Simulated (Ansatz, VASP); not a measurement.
# LiNbO3: VASP beside Ansatz

```
Li Nb O
1.0
     2.57580    1.48714    4.62300
    -2.57580    1.48714    4.62300
     0.00000   -2.97428    4.62300
Li Nb O
2 2 6
Cartesian
  0.0000 0.0000 3.9041
  0.0000 0.0000 10.8386
  0.0000 0.0000 0.0008
  0.0000 0.0000 6.9353
  -0.6338 -1.4403 5.5026
  1.5642 0.1713 5.5026
  -0.9305 1.2690 5.5026
  -1.6453 -0.2181 7.8141
  0.6338 1.5340 7.8141
  1.0116 -1.3159 7.8141
```

Alike in both runs: task single point; functional PBE; dispersion D3(BJ); k mesh 6 × 6 × 6; occupations gaussian, width 0.1 eV; no spin polarisation.

|  | VASP | Ansatz |
| --- | --- | --- |
| version | VASP 6.6.1 | Ansatz 0.2.0 |
| potentials or method | VASP PAW PBE potentials, release 64 (Li_sv, Nb_sv, O), cutoff 520 eV | scalar-relativistic, plane waves, PAW |
| valence electrons in the cell | 68 | 68 |

|  | VASP | Ansatz | Ansatz less VASP |
| --- | --- | --- | --- |
| gap on the k mesh at the Fermi level (eV) | 3.60 | 3.61 | +0.012 |
| least direct gap on the mesh (eV) | 3.61 | 3.62 | +0.012 |
| rms of the force components (eV/Å) | 0.094 | 0.095 | +0.0015 |

Atom by atom the forces differ by 0.009 eV/Å (rms over components).

Noted on VASP's run: the cutoff is under 1.25 times that of the potentials, so the pressure is a little rough.
